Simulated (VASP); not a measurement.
Runs of VASP 6.6.1 on Ni. The structure is that of space group Fm-3m (No. 225), or close to it. The cells are those of the table. 

| task | cell | gap on the mesh (eV) | pressure (GPa) | moment (μB) |
| --- | --- | --- | --- | --- |
| electric field gradients | a = 2.488, b = 2.488, c = 2.475 Å, angles 60.2, 60.2, 59.7°, 1 atom | none | (b) | 0.63 |
| single point | a = 2.538, b = 2.538, c = 2.500 Å, angles 60.5, 60.5, 59.0°, 1 atom | none | (a) | 0.63 |
| electric field gradients | a = 2.475, b = 2.475, c = 2.450 Å, angles 60.3, 60.3, 59.3°, 1 atom | none | 5.4 | 0.62 |
| electric field gradients | a = 2.538, b = 2.538, c = 2.575 Å, angles 59.5, 59.5, 61.0°, 1 atom | none | -12.0 | 0.64 |

Alike in all rows: level PBE; potentials or basis VASP PAW PBE potentials, release 64 (Ni); spin collinear, ferromagnetic start; k mesh 20 × 20 × 20; cutoff (eV) 520; smearing fermi-dirac 0.05 eV.

Q: Estimate the missing entries.

A: (a) -7.8; (b) 1.1.

Caveats: the cell stands under tension (at least some runs); the cell stands under pressure (at least some runs).

A gap of «none» marks levels without a gap at the run's occupations.
